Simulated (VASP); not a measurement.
Here is a VASP 6.6.1 calculation.

The input INCAR:

```
ALGO     = Normal         # electronic algorithm
EDIFF    = 1E-6           # SCF threshold, eV
EDIFFG   = -0.01          # ionic threshold
ENCUT    = 600            # plane-wave cutoff, eV
GGA      = PE             # functional
IBRION   = 2              # ionic algorithm
ISIF     = 4              # what is computed and relaxed
ISMEAR   = 0              # smearing method
LASPH    = True           # aspherical terms in the spheres
LCHARG   = False          # write CHGCAR
LREAL    = False          # projectors in reciprocal space
LWAVE    = False          # write WAVECAR
NELM     = 80             # most SCF steps
NSW      = 50             # ionic steps
PREC     = Accurate       # precision mode
SIGMA    = 0.1            # smearing width, eV
```

Contents of KPOINTS:

```
k-points
0
Gamma
  15 15 15
```

File POSCAR:

```
Se
1.0
    1.9405072132      1.1203523619      1.5803694206
   -1.9405072132      1.1203523619      1.5803694206
    0.0000000000     -2.2407047238      1.5803694206
Se
1
Direct
    0.0000000000      0.0000000000      0.0000000000
```

Potentials or basis: VASP PAW PBE potentials, release 64 (Se).

The run is started by

```bash
$ cat potpaw_PBE.64/Se/POTCAR > POTCAR
$ mpirun -np 1 vasp_std > vasp.out
```

(1) What does it give for the band gap on the k mesh?

Answers

(1) zero (bands 3 and 4 overlap by 6.81 eV).

Caveat: the relaxation stopped at its first step, so nothing moved.
